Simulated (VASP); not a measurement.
# Fe: electric field gradients with PBE

The system is Fe.

```xyz
2
Lattice="2.4828 0.0000 0.0000 -1.2414 2.1502 0.0000 0.0000 0.0000 3.8419" Properties=species:S:1:pos:R:3 pbc="T T T"
Fe    0.0000    1.4335    0.9605
Fe    1.2414    0.7167    2.8815
```

This cell differs from its parent crystal: equal xx and yy strain of +2 %.

```yaml
Program: VASP 6.6.1
Task: electric field gradients
Functional: PBE
Potentials_or_basis: VASP PAW PBE potentials, release 64 (Fe)
Cutoff: 520 eV
k_mesh: 17 × 17 × 10
Occupations: fermi-dirac, width 0.08 eV
Spin: no spin polarisation
Dipole_correction: no
Further_INCAR_settings: ALGO = Normal; EDIFF = 1e-08; NBANDS = 15
```

The pressure is -1.7 GPa. The band gap on the k mesh is zero (bands 8 and 9 overlap by 1.75 eV) and the largest electric field gradient by atom is Fe -11.8 V/Å².

Stress tensor (GPa, compression positive):
```
-4.68  0.00  0.00
 0.00 -4.68  0.00
 0.00  0.00  4.30
```

Levels at points of the mesh, in eV from the Fermi level:
```tsv
k point	band 5	band 6	band 7	band 8	band 9	band 10	band 11	band 12
(0.00, 0.00, 0.00)	-1.37	-1.16	-1.16	-0.94	-0.94	0.70	0.70	0.82
(0.00, 0.00, 0.50)	-1.81	-1.81	-1.81	-1.81	0.33	0.33	0.33	0.33
```

Electric field gradients, principal values (V/Å²):
```tsv
atom	least	middle	greatest (by size)
1 Fe	5.889	5.892	-11.781
2 Fe	5.889	5.892	-11.781
```

Wall time 39 s on 1 thread of AMD EPYC 7R13 Processor (Zen 3), on a shared host, peak memory 0.14 GiB.

Caveat: the cell differs from its parent crystal (equal xx and yy strain of +2 %); without QUAD_EFG the Cq values of the log hold for a quadrupole moment of 1 mb, not for the nuclei; the run has no spin polarisation, though such a crystal can be magnetic. Spin polarisation is off, so any magnetic state and its effect on volume and gap are missing.
